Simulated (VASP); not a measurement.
Set up this calculation in VASP 6.6.1, as the native input.

| Item | Value |
| --- | --- |
| Task | relaxation of cell and atoms |
| Functional | PBEsol |
| Potentials or basis | VASP PAW PBE potentials, release 64 (Pb_d) |
| Cutoff | 600 eV |
| k mesh | 14 × 14 × 14 |
| Occupations | gaussian, width 0.1 eV |
| Spin | no spin polarisation |
| Dipole correction | no |
| Further INCAR settings | ALGO = Normal; EDIFF = 1e-07; IBRION = 2; EDIFFG = -0.005; NSW = 100; ISIF = 3 |

The structure of Pb lies in POSCAR:

```
Pb
1.0
    0.0000000000      2.4947547435      2.4947547435
    2.4947547435      0.0000000000      2.4947547435
    2.4947547435      2.4947547435      0.0000000000
Pb
1
Direct
    0.0000000000      0.0000000000      0.0000000000
```

These files were run (other wordings do the same):

INCAR

```
PREC = Accurate
ENCUT = 600
EDIFF = 1E-7
ISMEAR = 0
SIGMA = 0.1
LREAL = False
LASPH = True
NELM = 60
ALGO = Normal
ISIF = 3
LWAVE = False
LCHARG = False
GGA = PS
IBRION = 2
NSW = 100
EDIFFG = -0.005
```

KPOINTS

```
regular mesh
0
Gamma
  14 14 14
```

Potentials or basis: VASP PAW PBE potentials, release 64 (Pb_d).

Launch:

```bash
$ cat potpaw_PBE.64/Pb_d/POTCAR > POTCAR
$ mpirun -np 1 vasp_std > vasp.out
```

Results of the run:

- Relaxed volume: 30.05 Å³/atom
- Relaxed cell: a = 3.490 Å, b = 3.490 Å, c = 3.490 Å, α = 60.00°, β = 60.00°, γ = 60.00°
- Space group after relaxing (to 0.05 Å): Fm-3m (No. 225)
- Energy gained by relaxing: 4.7 meV/atom
- Ionic steps: 3
- Pressure after relaxing: 0.0 GPa
- Band gap on the k mesh: zero (band 7 reaches 14.69 eV, above the bottom of band 8 at 5.61 eV)

Caveat: the PAW data sets were made with another functional, which shifts forces and pressure a little; spin-orbit coupling is left out, which moves the levels of the heavy elements.

Wall time 68 s on 1 thread of Intel(R) Xeon(R) Platinum 8259CL CPU @ 2.50GHz (Skylake/Cascade Lake), with other jobs on the host, peak memory 0.19 GiB.
